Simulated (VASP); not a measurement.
Input of a VASP 6.6.1 run:

The input INCAR:

```
PREC = Accurate
ENCUT = 520
EDIFF = 1E-6
ISMEAR = -1
SIGMA = 0.1
LREAL = F
LASPH = T
NELM = 60
ALGO = Normal
ISIF = 2
LWAVE = F
LCHARG = F
GGA = PE
NBANDS = 70
```

Contents of KPOINTS:

```
regular mesh
0
Gamma
  7 7 7
```

The input POSCAR:

```
Rh
1.0
    4.8856997782      0.0000000000      0.0000000000
    0.0000000000      4.8856997782      0.0000000000
    0.0000000000      0.0000000000      4.8856997782
Rh
8
Direct
    0.0000000000      1.0000000000      1.0000000000
    0.5000000000      0.5000000000      0.5000000000
    0.2500000000      1.0000000000      0.5000000000
    0.7500000000      0.0000000000      0.5000000000
    0.5000000000      0.2500000000      1.0000000000
    0.5000000000      0.7500000000      1.0000000000
    1.0000000000      0.5000000000      0.2500000000
    1.0000000000      0.5000000000      0.7500000000
```

Potentials or basis: VASP PAW PBE potentials, release 64 (Rh_pv).

Run with:

```bash
$ cat potpaw_PBE.64/Rh_pv/POTCAR > POTCAR
$ mpirun -np 1 vasp_std > vasp.out
```

Q: Estimate the band gap on the k mesh.

A: Zero (band 60 reaches 11.17 eV, above the bottom of band 61 at 10.81 eV).

Q: Estimate the pressure.

A: 0.1 GPa.
